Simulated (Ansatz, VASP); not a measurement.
## CuO: VASP beside Ansatz

```
Cu O
1.0
     2.81729    0.00000    0.00000
    -1.40864    2.43984    0.00000
     0.00000    0.00000    2.74953
Cu O
1 1
Direct
  0.00000 0.00000 0.00000
  0.66667 0.33333 0.50000
```

Alike in both runs: task single point; functional PBE; k mesh 11 × 11 × 10; occupations fermi-dirac, width 0.05 eV; no spin polarisation.

|  | VASP | Ansatz |
| --- | --- | --- |
| version | VASP 6.6.1 | Ansatz 0.2.0 |
| potentials or method | VASP PAW PBE potentials, release 64 (Cu, O) | Ansatz PAW |
| plane-wave cutoff (eV) | 520 | 420 |
| valence electrons in the cell | 17 | 25 |

Ansatz gave:

```
gap on the k mesh at the Fermi level (eV)                     : none
pressure (GPa)                                                : 3.1
traceless stress, the component that is largest in VASP (GPa) : -6.44
```

Q: What did VASP give for the same quantities?

A: gap on the k mesh at the Fermi level (eV): none; pressure (GPa): 3.2; traceless stress, the component that is largest in VASP (GPa): -6.44.

A gap of «none» marks a metal or a gap that the smearing closes. VASP's potentials hold 17 valence electrons a cell and Ansatz's 25, so a difference there can come from the potentials and not from the codes.
